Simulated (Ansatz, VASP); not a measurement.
Two plane-wave programs on Co

The input INCAR:

```
PREC = Accurate
ENCUT = 520
EDIFF = 1E-6
ISMEAR = -1
SIGMA = 0.05
LREAL = F
LASPH = T
NELM = 150
ALGO = Normal
ISIF = 2
LWAVE = F
LCHARG = F
MAGMOM = 0 0 1.683
LORBIT = 11
LSORBIT = T
GGA_COMPAT = F
LORBMOM = T
LMAXMIX = 4
NBANDS = 20
```

The input KPOINTS:

```
regular mesh
0
Gamma
  16 16 16
```

The input POSCAR:

```
Co
1.0
   -1.3665268818      1.3665268818      1.3665268818
    1.3665268818     -1.3665268818      1.3665268818
    1.3665268818      1.3665268818     -1.3665268818
Co
1
Direct
    0.0000000000      0.0000000000      0.0000000000
```

Input for Ansatz:

```yaml
crystal:
  lattice:
    - [-1.3665268818, 1.3665268818, 1.3665268818]
    - [1.3665268818, -1.3665268818, 1.3665268818]
    - [1.3665268818, 1.3665268818, -1.3665268818]
  atoms:
    - { symbol: Co, position: [0.0, 0.0, 0.0], spin: 1.683, spin_axis: [0, 0, 1] }
hamiltonian:
  xc: lda
  pseudopotentials:
    kind: paw_fr
    azcp:
      Co: "pseudopotentials/Co.paw.azcp"
basis:
  ecutwfc: 420
  fft_grid_basis: typed
kpoints:
  mp_grid: { grid: [16, 16, 16], shift: [0, 0, 0] }
magnetization:
  noncollinear: true
  spin_orbit: true
scf:
  occupations: { method: fermi_dirac, width: 0.05 }
output:
  write_density: true
  write_potential: true
  elf: true
  volumetric_format: npy
```

Alike in both runs: task single point; functional LDA; k mesh 16 × 16 × 16; occupations fermi-dirac, width 0.05 eV; non-collinear spin, spin-orbit coupling.

|  | VASP | Ansatz |
| --- | --- | --- |
| version | VASP 6.6.1 | Ansatz 0.2.0 |
| potentials or method | VASP PAW LDA potentials, release 64 (Co), cutoff 520 eV | plane waves (420 eV) with PAW, fully relativistic with spin-orbit coupling |
| valence electrons in the cell | 9 | 17 |

```csv
,VASP,Ansatz,Ansatz less VASP
net moment per atom (μB),1.61,1.65,+0.039
```

Ansatz warns that its potentials were made for another functional, while VASP's fit it. LDA's correlation is that of Perdew and Zunger in VASP and of Perdew and Wang (1992) in Ansatz. VASP's potentials hold 9 valence electrons a cell and Ansatz's 17, so a difference there can come from the potentials and not from the codes.
